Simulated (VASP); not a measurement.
The system is CoO.

```
Co O
1.0
     0.00000    2.13150    2.13150
     2.13150    0.00000    2.13150
     2.13150    2.13150    0.00000
Co O
1 1
Direct
  0.00000 0.00000 0.00000
  0.50000 0.50000 0.50000
```

Base run:

```yaml
Program: VASP 6.6.1
Functional: PBE
Potentials_or_basis: VASP PAW PBE potentials, release 64 (Co_sv, O)
Cutoff: 700 eV
k_mesh: 9 × 9 × 9
Occupations: fermi-dirac, width 0.02 eV
Spin: collinear spin, ferromagnetic start
Starting_moments: "[4.52, 0.0] μB"
Fixed_moment: 4.52 μB
Hubbard_terms: Co d U = 4.8 eV
```

Its results: pressure 34.4 GPa; site moments Co +3.37; O +0.67 μB.

Question: The run is repeated on the same cell with these changes: fixed moment from 4.52 μB to 3.95 μB; moments at the start from [4.52, 0.0] to [3.95, 0.0]. What comes out?

Answer: Pressure 20.5 GPa; site moments Co +3.13; O +0.51 μB.

Caveats: the cell stands under pressure; the total moment is fixed, so each spin has its own Fermi level and the state may be an excited one; a cell with one magnetic atom can't hold antiferromagnetic order, which such compounds often take.
